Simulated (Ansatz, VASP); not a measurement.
## PtS2: VASP beside Ansatz

Contents of INCAR:

```
PREC = Accurate
ENCUT = 520
EDIFF = 1E-7
ISMEAR = 0
SIGMA = 0.05
LREAL = False
LASPH = True
NELM = 60
ALGO = Normal
ISIF = 2
LWAVE = False
LCHARG = False
GGA = PE
IBRION = 2
NSW = 50
EDIFFG = -0.01
```

File KPOINTS:

```
Automatic mesh
0
Gamma
  9 9 4
```

POSCAR

```
PtS2
1.0
    3.3262000000      0.0000000000      0.0000000000
   -1.6631000000      2.8805736981      0.0000000000
    0.0000000000      0.0000000000      6.3342000000
Pt S
1 2
Direct
    0.0000000000      0.0000000000      0.0000000000
    0.3333333333      0.6666666667      0.1889525212
    0.6666666667      0.3333333333      0.8110474788
```

Input for Ansatz:

```yaml
crystal:
  lattice:
    - [3.3262, 0.0, 0.0]
    - [-1.6631, 2.8805736981, 0.0]
    - [0.0, 0.0, 6.3342]
  atoms:
    - { symbol: Pt, position: [0.0, 0.0, 0.0] }
    - { symbol: S, position: [0.3333333333, 0.6666666667, 0.1889525212] }
    - { symbol: S, position: [0.6666666667, 0.3333333333, 0.8110474788] }
basis:
  ecutwfc: 420
kpoints:
  mp_grid: { grid: [9, 9, 4] }
hamiltonian:
  xc: pbe
  pseudopotentials: { kind: paw }
scf:
  occupations: { method: gaussian, width: 0.05 }
output:
  forces: true
  stress: true
  eigenvalues: true
relax:
  adjacent_minimum: "off"
  f_tol: 0.01
  max_steps: 30
```

Alike in both runs: task relaxation of the atoms; functional PBE; k mesh 9 × 9 × 4; occupations gaussian, width 0.05 eV; no spin polarisation.

```csv
,VASP,Ansatz
version,VASP 6.6.1,Ansatz 0.2.0
potentials or method,"VASP PAW PBE potentials, release 64 (Pt, S), cutoff 520 eV","scalar-relativistic, plane waves, PAW"
valence electrons in the cell,22,30
```

```tsv
	VASP	Ansatz	Ansatz less VASP
gap on the k mesh at the Fermi level, each at its own relaxed structure (eV)	1.27	1.26	-0.011
```

VASP's potentials hold 22 valence electrons a cell and Ansatz's 30, so a difference there can come from the potentials and not from the codes. Ansatz's warnings: stress scf threshold loose.

Spin-orbit coupling is off throughout.
